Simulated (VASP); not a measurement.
# Cs (Im-3m) in VASP: relaxation of cell and atoms with PBEsol

Aim: the relaxation of cell and atoms of Cs with PBEsol.

All numbers are computed with VASP 6.6.1; they aren't measurements. Logs are shortened: lines on timing, memory, paths and dates and some standing lists are left out, and cuts for length are marked.

### 1 The cell of the first run

The structure is cubic, space group Im-3m (No. 229). The conventional cell has a = 6.045 Å, b = 6.045 Å, c = 6.045 Å, α = 90.00°, β = 90.00°, γ = 90.00°.

### 2 Relaxation of cell and atoms, PBEsol

The input, INCAR:

```
  PREC = Accurate
  ENCUT = 600
  EDIFF = 1E-7
  ISMEAR = -1
  SIGMA = 0.05
  LREAL = F
  LASPH = T
  NELM = 100
  ALGO = Normal
  ISIF = 3
  LWAVE = F
  LCHARG = F
  GGA = PS
  IBRION = 2
  NSW = 60
  EDIFFG = -0.005
```

The input, KPOINTS:

```
Automatic mesh
0
Gamma
  9 9 9
```

The input, POSCAR:

```
Cs
1.0
   -3.0224975320      3.0224975320      3.0224975320
    3.0224975320     -3.0224975320      3.0224975320
    3.0224975320      3.0224975320     -3.0224975320
Cs
1
Direct
    0.0000000000      0.0000000000      0.0000000000
```

Potentials or basis: VASP PAW PBE potentials, release 64 (Cs_sv).

Started as:

```console
cat potpaw_PBE.64/Cs_sv/POTCAR > POTCAR
mpirun -np 1 vasp_std > vasp.out
```

OUTCAR:

```text
PREC = Accurate
   ENCUT = 600
   EDIFF = 1E-7
   ISMEAR = -1
   LREAL = F
   LASPH = T
   NELM = 100
   ISIF = 3
   GGA = PS
   IBRION = 2
   NSW = 60
   EDIFFG = -0.005

 ion  position               nearest neighbor table
   1  0.000  0.000  0.000-

  LATTYP: Found a body centered cubic cell.
 ALAT       =     6.0449950640

  Lattice vectors:

 A1 = (  -3.0224975320,   3.0224975320,   3.0224975320)
 A2 = (   3.0224975320,  -3.0224975320,   3.0224975320)
 A3 = (   3.0224975320,   3.0224975320,  -3.0224975320)

Analysis of symmetry for initial positions (statically):
=====================================================================
 Subroutine PRICEL returns:
 Original cell was already a primitive cell.

 Routine SETGRP: Setting up the symmetry group for a
 body centered cubic supercell.

 Subroutine GETGRP returns: Found 48 space group operations
 (whereof 48 operations were pure point group operations)
 out of a pool of 48 trial point group operations.

The static configuration has the point symmetry O_h .

Analysis of symmetry for dynamics (positions and initial velocities):
=====================================================================
 Subroutine PRICEL returns:
 Original cell was already a primitive cell.

 Routine SETGRP: Setting up the symmetry group for a
 body centered cubic supercell.

 Subroutine GETGRP returns: Found 48 space group operations
 (whereof 48 operations were pure point group operations)
 out of a pool of 48 trial point group operations.

The dynamic configuration has the point symmetry O_h .

 Subroutine INISYM returns: Found 48 space group operations
 (whereof 48 operations are pure point group operations),
 and found     1 'primitive' translations

----------------------------------------------------------------------------------------

                                     Primitive cell

  volume of cell :     110.4480

  direct lattice vectors                    reciprocal lattice vectors
    -3.022497532  3.022497532  3.022497532     0.000000000  0.165426107  0.165426107
     3.022497532 -3.022497532  3.022497532     0.165426107  0.000000000  0.165426107
     3.022497532  3.022497532 -3.022497532     0.165426107  0.165426107  0.000000000

  length of vectors
[... 87 lines left out ...]
   ISYM   =      2    0-nonsym 1-usesym 2-fastsym
   POTIM  = 0.5000    time-step for ionic-motion
   TEBEG  =    0.0;   TEEND  =   0.0 temperature during run
   PSTRESS=    0.0 pullay stress
   NELECT =       9.0000    total number of electrons
   NUPDOWN=      -1.0000    fix difference up-down
   EMIN   =  10.00;   EMAX   =-10.00  energy-range for DOS
   EFERMI =   0.00;   METHOD = LEGACY
   ISMEAR =    -1;   SIGMA  =   0.05  broadening in eV -4-tet -1-fermi 0-gaus
   EFERMI_NEDOS =   21; number of points for ismear=-14 and -15
   IALGO  =     38    algorithm
   IMIX   =      4    mixing-type and parameters
     AMIX     =   0.40;   BMIX     =  1.00
     AMIX_MAG =   1.60;   BMIX_MAG =  1.00
  volume/ion in A,a.u.               =     110.45       745.34
  Fermi-wavevector in a.u.,A,eV,Ry     =   0.709746  1.341226  6.853793  0.503740
  Thomas-Fermi vector in A             =   1.796410
   LORBIT       =      0    0 simple, 1 ext, 2 COOP (PROOUT), +10 PAW based schemes
   GGA     = PS    functional components
   LHFCALC =     F    Hartree Fock is set to
   AEXX    =    0.0000 exact exchange contribution
   IVDW    =     0    specifies the selected vdW correction
   LEPSILON=     F    determine dielectric tensor
   LRPA    =     F    only Hartree local field effects (RPA)
 conjugate gradient relaxation of ions
 non-spin polarized calculation
  energy-cutoff  :      600.00
  volume of cell :      110.45
 maximum number of plane-waves:      3707
 NGX is ok and might be reduce to    42
   NGX = 21   NGY = 21   NGZ = 21

--------------------------------------- Ionic step        1  -------------------------------------------

 number of electron       8.9999998 magnetization

 Free energy of the ion-electron system (eV)
  ---------------------------------------------------
  ext. energy  EPLUGINS =         0.00000000
  ---------------------------------------------------
  free energy    TOTEN  =        -0.94888327 eV

  energy without entropy =       -0.93913311  energy(sigma->0) =       -0.94400819

------------------------ aborting loop because EDIFF is reached ----------------------------------------

  FORCE on cell =-STRESS in cart. coord.  units (eV):
  Direction    XX          YY          ZZ          XY          YZ          ZX
  --------------------------------------------------------------------------------------
  -------------------------------------------------------------------------------------
  Total       -0.0273511     -0.0273511     -0.0273511      0.0000000      0.0000000     -0.0000000
  in kB       -0.3967595     -0.3967595     -0.3967595      0.0000000      0.0000000     -0.0000000
  external PRESSURE =      -0.3967595 kB  Pullay stress =       0.0000000 kB
[... 92 lines left out ...]
--------------------------------------- Ionic step        4  -------------------------------------------

 number of electron       8.9999999 magnetization

 Free energy of the ion-electron system (eV)
  ---------------------------------------------------
  ext. energy  EPLUGINS =         0.00000000
  ---------------------------------------------------
  free energy    TOTEN  =        -0.94915111 eV

  energy without entropy =       -0.93933401  energy(sigma->0) =       -0.94424256

 E-fermi :   0.5222     XC(G=0):  -5.6358

 val. band max:        0.5185659511   @ k =  -0.3333   0.4444   0.1111
 cond. band min:       0.5675639277   @ k =  -0.4444   0.4444   0.1111
 fundamental gap:      0.0489979766
 Fermi energy:         0.5222472320

 k-point     1 :       0.0000    0.0000    0.0000
  band No.  band energies     occupation
      1     -23.2894      2.00000
      2      -9.9984      2.00000
      3      -9.9984      2.00000
      4      -9.9984      2.00000
      5      -1.2227      2.00000
      6       3.0582      0.00000
      7       3.0582      0.00000
      8       3.0582      0.00000
[... 243 lines left out ...]
 k-point    24 :      -0.4444   -0.4444    0.1111
  band No.  band energies     occupation
      1     -23.2788      2.00000
      2     -10.1510      2.00000
      3     -10.0796      2.00000
      4     -10.0254      2.00000
      5       0.9160      0.00076
      6       1.3759      0.00000
      7       2.1553      0.00000
      8       3.2150      0.00000

 [... further k-points ...]
[... 5 lines left out ...]
  --------------------------------------------------------------------------------------
  -------------------------------------------------------------------------------------
  Total        0.0003704      0.0003704      0.0003704      0.0000000      0.0000000      0.0000000
  in kB        0.0054805      0.0054805      0.0054805      0.0000000      0.0000000      0.0000000
  external PRESSURE =       0.0054805 kB  Pullay stress =       0.0000000 kB
[... 16 lines left out ...]
  FREE ENERGIE OF THE ION-ELECTRON SYSTEM (eV)
  ---------------------------------------------------
  free  energy   TOTEN  =        -0.9491511051 eV

  energy  without entropy=       -0.9393340091  energy(sigma->0) =       -0.94424256

 reached required accuracy - stopping structural energy minimisation
```

It took 65 s on 1 thread of Intel Xeon Platinum 8375C at 2.90GHz (Ice Lake), shared host; peak memory 0.28 GiB.

What came out:

| Property | Result |
| --- | --- |
| Free energy | -0.9492 eV |
| Relaxed volume | 108.28 Å³/atom |
| Relaxed cell | a = 5.201 Å, b = 5.201 Å, c = 5.201 Å, α = 109.47°, β = 109.47°, γ = 109.47° |
| Space group after relaxing (to 0.05 Å) | Im-3m (No. 229) |
| Energy gained by relaxing | 0.3 meV/atom |
| Ionic steps | 4 |
| Pressure after relaxing | 0.0 GPa |

Step by step:
```tsv
step	energy change (eV)	largest force (eV/Å)	pressure (GPa)	volume (Å³)
1	0.0000	0.0000	-0.04	110.45
2	-0.0001	0.0000	-0.03	110.01
3	-0.0003	0.0000	-0.01	108.71
4	-0.0003	0.0000	0.00	108.28
```

Final structure:
```
CELL_PARAMETERS angstrom
-3.00263 3.00263 3.00263
3.00263 -3.00263 3.00263
3.00263 3.00263 -3.00263
ATOMIC_POSITIONS crystal
Cs 0.00000 0.00000 0.00000
```

Levels at points of the mesh, in eV from the Fermi level:
```tsv
k point	band 2	band 3	band 4	band 5	band 6	band 7	band 8
(0.00, 0.00, 0.00)	-10.52	-10.52	-10.52	-1.74	2.54	2.54	2.54
```

Caveat: the PAW data sets were made with another functional, which shifts forces and pressure a little; spin-orbit coupling is left out, which moves the levels of the heavy elements.
